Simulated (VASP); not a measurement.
A run of VASP 6.6.1:

INCAR

```
PREC     = Accurate       # precision mode
ENCUT    = 520            # plane-wave cutoff, eV
EDIFF    = 1E-6           # SCF threshold, eV
ISMEAR   = 0              # smearing method
SIGMA    = 0.1            # smearing width, eV
LREAL    = False          # projectors in reciprocal space
LASPH    = True           # aspherical terms in the spheres
NELM     = 80             # most SCF steps
ALGO     = Normal         # electronic algorithm
ISIF     = 2              # what is computed and relaxed
LWAVE    = False          # write WAVECAR
LCHARG   = False          # write CHGCAR
GGA      = PE             # functional
NBANDS   = 46             # bands
```

The input KPOINTS:

```
regular mesh
0
Gamma
  4 4 2
```

The input POSCAR:

```
CdHg3Se4
1.0
    4.4410519524      0.0000000000      0.0000000000
    0.0000000000      4.4410519524      0.0000000000
    0.0000000000      0.0000000000     12.4488499318
Cd Hg Se
1 3 4
Direct
    0.5000000000      0.5000000000      0.5000000000
    0.0000000000      0.0000000000      0.7484856466
    0.5000000000      0.5000000000      0.0000000000
    0.0000000000      0.0000000000      0.2515143534
    0.5000000000      0.0000000000      0.8742661661
    0.0000000000      0.5000000000      0.1257338339
    0.5000000000      0.0000000000      0.3775703324
    0.0000000000      0.5000000000      0.6224296676
```

Potentials or basis: VASP PAW PBE potentials, release 64 (Cd, Hg, Se).

Run with:

```console
$ cat potpaw_PBE.64/Cd/POTCAR potpaw_PBE.64/Hg/POTCAR potpaw_PBE.64/Se/POTCAR > POTCAR
$ mpirun -np 1 vasp_std > vasp.out
```

Hardware: 1 thread of Intel(R) Xeon(R) 6975P-C (Granite Rapids), with other jobs on the host.

Q: How long does it take, and how much memory?

A: Run time: 86 s on 1 thread of Intel(R) Xeon(R) 6975P-C (Granite Rapids), with other jobs on the host, peak memory 0.41 GiB. Counts: scf iterations 15, k points 12.
